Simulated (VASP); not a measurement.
Runs of VASP 6.6.1 on AgCl. The structure is that of space group Fm-3m (No. 225), or close to it. The cells are those of the table. 

```csv
task,level,potentials or basis,cell,k mesh,cutoff (eV),smearing,gap on the mesh (eV),pressure (GPa)
relaxation of cell and atoms,PBEsol,"VASP PAW PBE potentials, release 64 (Ag, Cl)","relaxed to 4 GPa from a = 3.852 Å, angles 60.0°, 2 atoms",8 × 8 × 8,600,gaussian 0.01 eV,0.73,4.0
single point,PBEsol,"VASP PAW PBE potentials, release 64 (Ag, Cl)","a = 3.959 Å, angles 60.0°, 2 atoms",8 × 8 × 8,520,gaussian 0.02 eV,(a),-3.8
single point,LDA,"VASP PAW LDA potentials, release 64 (Ag, Cl)","a = 3.937 Å, angles 60.0°, 2 atoms",8 × 8 × 8,520,gaussian 0.02 eV,0.64,(b)
single point,PBEsol,"VASP PAW PBE potentials, release 64 (Ag, Cl)","a = 3.775 Å, angles 60.0°, 2 atoms",8 × 8 × 8,520,gaussian 0.01 eV,0.73,3.9
relaxation of cell and atoms,PBE,"VASP PAW PBE potentials, release 64 (Ag, Cl)","relaxed to 4 GPa from a = 3.775 Å, angles 60.0°, 2 atoms",10 × 10 × 10,600,gaussian 0.01 eV,0.90,4.0
relaxation of cell and atoms,PBEsol,"VASP PAW PBE potentials, release 64 (Ag, Cl)","relaxed to 4 GPa from a = 3.775 Å, angles 60.0°, 2 atoms",10 × 10 × 10,600,gaussian 0.01 eV,0.73,4.0
single point,PBEsol,"VASP PAW PBE potentials, release 64 (Ag, Cl)","a = 3.775 Å, angles 60.0°, 2 atoms",10 × 10 × 10,520,gaussian 0.01 eV,0.73,3.9
single point,PBE,"VASP PAW PBE potentials, release 64 (Ag, Cl)","a = 3.867 Å, angles 60.0°, 2 atoms",10 × 10 × 10,520,gaussian 0.01 eV,0.90,3.8
```

Alike in all rows: no spin polarisation.

Q: Fill in the values left out.

A: (a) 0.74; (b) -6.0.

Caveats: the PAW data sets were made with another functional, which shifts forces and pressure a little (at least some runs); the cell is relaxed towards a set pressure, so the run minimises the enthalpy, not the energy (at least some runs); the cell stands under pressure (at least some runs); the cell stands under tension (at least some runs).

A k mesh can miss the band edges, and the runs leave out spin-orbit coupling on Ag.
